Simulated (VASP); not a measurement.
# AlNi (zincblende type) (F-43m) in VASP: further runs

The runs below take AlNi (zincblende type) through single point, with PBE.

Everything below comes from runs of VASP 6.6.1. Logs are shortened: lines on timing, memory, paths and dates and some standing lists are left out, and cuts for length are marked.

## Step 1: The cell of the first run

It takes space group F-43m (No. 216, cubic). Conventional cell: a = 4.363 Å, b = 4.363 Å, c = 4.363 Å, α = 90.00°, β = 90.00°, γ = 90.00°. Ni (site symmetry -43m) has 4 Al at 1.89 Å within 2.5 Å. Within 2.5 Å of Al (site symmetry -43m) lie 4 Ni at 1.89 Å.

## Step 2: Single point, PBE

File INCAR:

```
SYSTEM = AlNi
PREC = Accurate
ENCUT = 520
EDIFF = 1E-7
ISMEAR = -1
SIGMA = 0.05
LREAL = .False.
LASPH = .True.
NELM = 80
ALGO = Normal
ISIF = 2
LWAVE = .False.
LCHARG = .False.
GGA = PE
NBANDS = 14
```

File KPOINTS:

```
Automatic mesh
0
Gamma
  14 14 14
  0 0 0
```

File POSCAR:

```
AlNi
1.0
    0.0000000000      2.1815155824      2.1815155824
    2.1815155824      0.0000000000      2.1815155824
    2.1815155824      2.1815155824      0.0000000000
Ni Al
1 1
Direct
    0.0000000000      0.0000000000      0.0000000000
    0.2500000000      0.2500000000      0.2500000000
```

Potentials or basis: VASP PAW PBE potentials, release 64 (Ni, Al).

The run is started by

```bash
$ cat potpaw_PBE.64/Ni/POTCAR potpaw_PBE.64/Al/POTCAR > POTCAR
$ mpirun -np 1 vasp_std > vasp.out
```

OUTCAR:

```text
SYSTEM = AlNi
   PREC = Accurate
   ENCUT = 520
   EDIFF = 1E-7
   ISMEAR = -1
   LREAL = .False.
   LASPH = .True.
   NELM = 80
   ISIF = 2
   GGA = PE

 ion  position               nearest neighbor table
   1  0.000  0.000  0.000-   2 1.89   2 1.89   2 1.89   2 1.89
   2  0.250  0.250  0.250-   1 1.89   1 1.89   1 1.89   1 1.89

  LATTYP: Found a face centered cubic cell.
 ALAT       =     4.3630311648

  Lattice vectors:

 A1 = (   0.0000000000,   2.1815155824,   2.1815155824)
 A2 = (   2.1815155824,   0.0000000000,   2.1815155824)
 A3 = (   2.1815155824,   2.1815155824,   0.0000000000)

Analysis of symmetry for initial positions (statically):
=====================================================================
 Subroutine PRICEL returns:
 Original cell was already a primitive cell.

 Routine SETGRP: Setting up the symmetry group for a
 face centered cubic supercell.

 Subroutine GETGRP returns: Found 24 space group operations
 (whereof 24 operations were pure point group operations)
 out of a pool of 48 trial point group operations.

The static configuration has the point symmetry T_d .

Analysis of symmetry for dynamics (positions and initial velocities):
=====================================================================
 Subroutine PRICEL returns:
 Original cell was already a primitive cell.

 Routine SETGRP: Setting up the symmetry group for a
 face centered cubic supercell.

 Subroutine GETGRP returns: Found 24 space group operations
 (whereof 24 operations were pure point group operations)
 out of a pool of 48 trial point group operations.

The dynamic configuration has the point symmetry T_d .

 Subroutine INISYM returns: Found 24 space group operations
 (whereof 24 operations are pure point group operations),
 and found     1 'primitive' translations

----------------------------------------------------------------------------------------

                                     Primitive cell

  volume of cell :      20.7637

  direct lattice vectors                    reciprocal lattice vectors
     0.000000000  2.181515582  2.181515582    -0.229198455  0.229198455  0.229198455
     2.181515582  0.000000000  2.181515582     0.229198455 -0.229198455  0.229198455
     2.181515582  2.181515582  0.000000000     0.229198455  0.229198455 -0.229198455

  length of vectors
     3.085128923  3.085128923  3.085128923     0.396983368  0.396983368  0.396983368

  position of ions in fractional coordinates (direct lattice)
     0.000000000  0.000000000  0.000000000
     0.250000000  0.250000000  0.250000000

  ion indices of the primitive-cell ions
   primitive index   ion index
                 1           1
                 2           2

----------------------------------------------------------------------------------------

 KPOINTS: Automatic mesh

Automatic generation of k-mesh.
 Grid dimensions read from file:
 generate k-points for:   14   14   14

 Generating k-lattice:

  Cartesian coordinates                     Fractional coordinates (reciprocal lattice)
    -0.016371318  0.016371318  0.016371318     0.071428571  0.000000000  0.000000000
     0.016371318 -0.016371318  0.016371318     0.000000000  0.071428571  0.000000000
     0.016371318  0.016371318 -0.016371318     0.000000000  0.000000000  0.071428571

  Length of vectors
     0.028355955  0.028355955  0.028355955

  Shift w.r.t. Gamma in fractional coordinates (k-lattice)
     0.000000000  0.000000000  0.000000000

 Subroutine IBZKPT returns following result:
 ===========================================

 Found    104 irreducible k-points:

 Following reciprocal coordinates:
            Coordinates               Weight
  0.000000  0.000000  0.000000      1.000000
  0.071429  0.000000  0.000000      8.000000
  0.142857  0.000000  0.000000      8.000000
  0.214286  0.000000  0.000000      8.000000
  0.285714  0.000000  0.000000      8.000000
  0.357143  0.000000  0.000000      8.000000
[... 16 lines left out ...]
  0.214286  0.142857  0.000000     24.000000
  0.285714  0.142857  0.000000     24.000000
 [... further k-points ...]
   k-points           NKPTS =    104   k-points in BZ     NKDIM =    104   number of bands    NBANDS=     14
   number of dos      NEDOS =    301   number of ions     NIONS =      2
   total plane-waves  NPLWV =  13824
   dimension x,y,z NGX =    24 NGY =   24 NGZ =   24
   dimension x,y,z NGXF=    48 NGYF=   48 NGZF=   48
   ions per type =               1   1
   NGX,Y,Z   is equivalent  to a cutoff of  12.93, 12.93, 12.93 a.u.
   NGXF,Y,Z  is equivalent  to a cutoff of  25.87, 25.87, 25.87 a.u.
 SYSTEM =  AlNi
   PREC   = accura    normal or accurate (medium, high low for compatibility)
   ISTART =      0    job   : 0-new  1-cont  2-samecut
   ICHARG =      2    charge: 1-file 2-atom 10-const
   ISPIN  =      1    spin polarized calculation?
   LNONCOLLINEAR =      F non collinear calculations
   LSORBIT =      F    spin-orbit coupling
   LASPH  =      T    aspherical Exc in radial PAW
   ENCUT  =  520.0 eV  38.22 Ry    6.18 a.u.   5.74  5.74  5.74*2*pi/ulx,y,z
   NELM   =     80;   NELMIN=  2; NELMDL= -5     # of ELM steps
   EDIFF  = 0.1E-06   stopping-criterion for ELM
   LREAL  =      F    real-space projection
   EDIFFG = 0.1E-05   stopping-criterion for IOM
   NSW    =      0    number of steps for IOM
   IBRION =     -1    ionic relax: 0-MD 1-quasi-New 2-CG
   NFREE  =      0    steps in history (QN), initial steepest desc. (CG)
   ISIF   =      2    stress and relaxation
   ISYM   =      2    0-nonsym 1-usesym 2-fastsym
   POTIM  = 0.5000    time-step for ionic-motion
   TEBEG  =    0.0;   TEEND  =   0.0 temperature during run
   PSTRESS=    0.0 pullay stress
   NELECT =      13.0000    total number of electrons
   NUPDOWN=      -1.0000    fix difference up-down
   EMIN   =  10.00;   EMAX   =-10.00  energy-range for DOS
   EFERMI =   0.00;   METHOD = LEGACY
   ISMEAR =    -1;   SIGMA  =   0.05  broadening in eV -4-tet -1-fermi 0-gaus
   EFERMI_NEDOS =   21; number of points for ismear=-14 and -15
   IALGO  =     38    algorithm
   IMIX   =      4    mixing-type and parameters
     AMIX     =   0.40;   BMIX     =  1.00
     AMIX_MAG =   1.60;   BMIX_MAG =  1.00
  volume/ion in A,a.u.               =      10.38        70.06
  Fermi-wavevector in a.u.,A,eV,Ry     =   1.400515  2.646589 26.687026  1.961441
  Thomas-Fermi vector in A             =   2.523467
   LORBIT       =      0    0 simple, 1 ext, 2 COOP (PROOUT), +10 PAW based schemes
   GGA     = PE    functional components
   LHFCALC =     F    Hartree Fock is set to
   AEXX    =    0.0000 exact exchange contribution
   IVDW    =     0    specifies the selected vdW correction
   LEPSILON=     F    determine dielectric tensor
   LRPA    =     F    only Hartree local field effects (RPA)
 non-spin polarized calculation
  energy-cutoff  :      520.00
  volume of cell :       20.76
 maximum number of plane-waves:       568
   NGX = 11   NGY = 11   NGZ = 11

 number of electron      12.9999991 magnetization

 Free energy of the ion-electron system (eV)
  ---------------------------------------------------
  ext. energy  EPLUGINS =         0.00000000
  ---------------------------------------------------
  free energy    TOTEN  =        -3.65975304 eV

  energy without entropy =       -3.65422884  energy(sigma->0) =       -3.65699094

 E-fermi :  11.7858     XC(G=0): -12.4965

 val. band max:       11.7736234710   @ k =  -0.4286   0.3571   0.1429
 cond. band min:      11.8486312767   @ k =   0.5000   0.2857   0.0714
 fundamental gap:      0.0750078056
 Fermi energy:        11.7858026123

 k-point     1 :       0.0000    0.0000    0.0000
  band No.  band energies     occupation
      1       0.1451      2.00000
      2       7.6804      2.00000
      3       7.6804      2.00000
      4       7.6804      2.00000
      5       8.5444      2.00000
      6       8.5444      2.00000
      7      21.0805      0.00000
      8      21.0805      0.00000
      9      21.0805      0.00000
     10      24.6365      0.00000
     11      24.6365      0.00000
     12      24.6365      0.00000
     13      27.9972      0.00000
     14      29.4726      0.00000

 k-point     2 :       0.0714    0.0000    0.0000
  band No.  band energies     occupation
      1       0.2696      2.00000
      2       7.6538      2.00000
      3       7.7055      2.00000
      4       7.7055      2.00000
      5       8.5330      2.00000
      6       8.5330      2.00000
      7      19.9500      0.00000
      8      20.9625      0.00000
      9      20.9625      0.00000
     10      24.8547      0.00000
     11      24.8547      0.00000
     12      24.9734      0.00000
     13      27.9915      0.00000
     14      28.4113      0.00000

 k-point     3 :       0.1429    0.0000    0.0000
  band No.  band energies     occupation
      1       0.6399      2.00000
      2       7.5764      2.00000
      3       7.7661      2.00000
      4       7.7661      2.00000
      5       8.5145      2.00000
      6       8.5145      2.00000
      7      17.8272      0.00000
      8      20.6778      0.00000
      9      20.6778      0.00000
     10      24.9664      0.00000
     11      25.2447      0.00000
     12      25.2447      0.00000
     13      27.3115      0.00000
     14      27.3115      0.00000
[... 324 lines left out ...]
 k-point    23 :       0.2143    0.1429    0.0000
  band No.  band energies     occupation
      1       1.2462      2.00000
      2       7.4266      2.00000
      3       7.8947      2.00000
      4       7.9177      2.00000
      5       8.2280      2.00000
      6       8.7109      2.00000
      7      17.2367      0.00000
      8      18.3319      0.00000
      9      20.1946      0.00000
     10      21.9892      0.00000
     11      23.5723      0.00000
     12      27.5064      0.00000
     13      27.5585      0.00000
     14      29.4166      0.00000

 k-point    24 :       0.2857    0.1429    0.0000
  band No.  band energies     occupation
      1       1.9145      2.00000
      2       7.3127      2.00000
      3       7.8242      2.00000
      4       7.9718      2.00000
      5       8.3282      2.00000
      6       8.7843      2.00000
      7      15.1089      0.00000
      8      17.8784      0.00000
      9      19.9196      0.00000
     10      21.2318      0.00000
     11      24.2372      0.00000
     12      27.0216      0.00000
     13      27.5174      0.00000
     14      30.1173      0.00000

 [... further k-points ...]
[... 5 lines left out ...]
  --------------------------------------------------------------------------------------
  -------------------------------------------------------------------------------------
  Total       18.1978060     18.1978060     18.1978060     -0.0000000     -0.0000000      0.0000000
  in kB     1404.1860680   1404.1860680   1404.1860680     -0.0000000     -0.0000000      0.0000000
  external PRESSURE =    1404.1860680 kB  Pullay stress =       0.0000000 kB

 VOLUME and BASIS-vectors are now :
 -----------------------------------------------------------------------------
  energy-cutoff  :      520.00
  volume of cell :       20.76
      direct lattice vectors                 reciprocal lattice vectors
     0.000000000  2.181515582  2.181515582    -0.229198455  0.229198455  0.229198455
     2.181515582  0.000000000  2.181515582     0.229198455 -0.229198455  0.229198455
     2.181515582  2.181515582  0.000000000     0.229198455  0.229198455 -0.229198455

 POSITION                                       TOTAL-FORCE (eV/Angst)
 -----------------------------------------------------------------------------------
      0.00000      0.00000      0.00000        -0.000000     -0.000000     -0.000000
      1.09076      1.09076      1.09076         0.000000      0.000000      0.000000
 -----------------------------------------------------------------------------------
    total drift:                               -0.000003     -0.000003     -0.000002

  FREE ENERGIE OF THE ION-ELECTRON SYSTEM (eV)
  ---------------------------------------------------
  free  energy   TOTEN  =        -3.6597530362 eV

  energy  without entropy=       -3.6542288420  energy(sigma->0) =       -3.65699094
```

It took 50 s on 1 thread of AMD EPYC 7R13, shared host; peak memory 0.13 GiB.

What came out:

| Quantity | Value |
| --- | --- |
| Free energy | -3.6598 eV |
| Pressure | 140.4 GPa |

Levels at points of the mesh, in eV from the Fermi level:
| k point | band 2 | band 3 | band 4 | band 5 | band 6 | band 7 | band 8 | band 9 | band 10 | band 11 |
| --- | --- | --- | --- | --- | --- | --- | --- | --- | --- | --- |
| (0.00, 0.00, 0.00) | -4.11 | -4.11 | -4.11 | -3.24 | -3.24 | 9.29 | 9.29 | 9.29 | 12.85 | 12.85 |
| (0.50, 0.00, 0.00) | -5.74 | -4.06 | -4.06 | -2.86 | -2.86 | -1.75 | 7.53 | 7.53 | 11.19 | 11.19 |
| (0.50, 0.50, 0.00) | -5.09 | -3.68 | -2.88 | -2.88 | -2.62 | -0.50 | 2.53 | 2.53 | 6.84 | 9.56 |

Spin polarisation is off, so any magnetic state and its effect on volume and gap are missing.

## Step 3: Single point, PBE

File INCAR:

```
  ALGO = Normal
  EDIFF = 1E-6
  ENCUT = 520
  GGA = PE
  ISIF = 2
  ISMEAR = -1
  LASPH = True
  LCHARG = False
  LREAL = False
  LWAVE = False
  NBANDS = 14
  NELM = 100
  PREC = Accurate
  SIGMA = 0.05
```

File KPOINTS:

```
k-points
0
Gamma
  14 14 14
```

File POSCAR:

```
AlNi
1.0
    0.0000000000      2.1823988662      2.1823988662
    2.1823988662      0.0000000000      2.1823988662
    2.1823988662      2.1823988662      0.0000000000
Ni Al
1 1
Direct
    0.0000000000      0.0000000000      0.0000000000
    0.2500000000      0.2500000000      0.2500000000
```

Potentials or basis: VASP PAW PBE potentials, release 64 (Ni, Al).

The run is started by

```bash
$ cat potpaw_PBE.64/Ni/POTCAR potpaw_PBE.64/Al/POTCAR > POTCAR
$ mpirun -np 1 vasp_std > vasp.out
```

Run time: 49 s. Hardware: 1 thread of AMD EPYC 7R13, shared host; peak memory 0.13 GiB.

The run converged. Its results:

| Item | Value |
| --- | --- |
| Free energy | -3.6818 eV |
| Pressure | 139.8 GPa |

Levels at points of the mesh, in eV from the Fermi level:
```
           k point  band 4  band 5  band 6  band 7  band 8  band 9
(0.00, 0.00, 0.00)   -4.10   -3.24   -3.24    9.29    9.29    9.29
(0.50, 0.00, 0.00)   -4.05   -2.86   -2.86   -1.75    7.52    7.52
(0.50, 0.50, 0.00)   -2.88   -2.88   -2.62   -0.50    2.53    2.53
```

Spin polarisation is off, so any magnetic state and its effect on volume and gap are missing.
